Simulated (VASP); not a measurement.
A run of VASP 6.6.1 is set up as follows.

INCAR

```
SYSTEM = AlN
  PREC = Accurate
  ENCUT = 520
  EDIFF = 1E-6
  ISMEAR = 0
  SIGMA = 0.05
  LREAL = .False.
  LASPH = .True.
  NELM = 150
  ALGO = Normal
  ISIF = 2
  LWAVE = .False.
  LCHARG = .True.
  ISPIN = 2
  MAGMOM = 0.3 0.3 0.3 0.3 0.3 0.3 0.3 0.3 0.3 0.3 0.3 0.3
  LORBIT = 11
  GGA = PE
  LELF = .True.
  LVHAR = .True.
  NBANDS = 40
```

Contents of KPOINTS:

```
regular mesh
0
Gamma
  1 1 7
  0 0 0
```

POSCAR

```
AlN
1.0
   13.7000000000      0.0000000000      0.0000000000
    0.0000000000     12.9000000000      0.0000000000
    0.0000000000      0.0000000000      5.0179926669
Al N
6 6
Direct
    0.3286361173      0.4299515928      0.9992292051
    0.5571212942      0.4299515928      0.9992292051
    0.4428787058      0.6400968143      0.9992292051
    0.4428787058      0.3599031857      0.4992292051
    0.6713638827      0.3599031857      0.4992292051
    0.5571212942      0.5700484072      0.4992292051
    0.3286361173      0.4299515928      0.3807707949
    0.5571212942      0.4299515928      0.3807707949
    0.4428787058      0.6400968143      0.3807707949
    0.4428787058      0.3599031857      0.8807707949
    0.6713638827      0.3599031857      0.8807707949
    0.5571212942      0.5700484072      0.8807707949
```

Potentials or basis: VASP PAW PBE potentials, release 64 (Al, N).

Run with:

```bash
$ cat potpaw_PBE.64/Al/POTCAR potpaw_PBE.64/N/POTCAR > POTCAR
$ mpirun -np 1 vasp_std > vasp.out
```

**Question.** What does it give for the net moment?

**Answer.** 0.86 μB per cell.

**Question.** What does it give for the site moments?

**Answer.** Al -0.01, +0.00, -0.00; N +0.27, -0.00, +0.04, +0.01 μB.

**Question.** Predict the largest force.

**Answer.** 2.562 eV/Å.

Forces in eV/Å, atoms in the order of the input:
```
Al   1.935 -0.907  1.079
Al   0.731 -0.421 -0.851
Al   1.756 -1.226  1.078
Al  -0.990  2.036  1.200
Al  -0.769  0.445  2.138
Al  -2.256 -0.157  1.200
N    0.003 -0.577 -0.902
N    1.131 -0.653 -0.624
N    0.499  0.289 -0.903
N   -1.187  0.272 -0.966
N   -0.023  0.011 -1.484
N   -0.831  0.888 -0.965
```
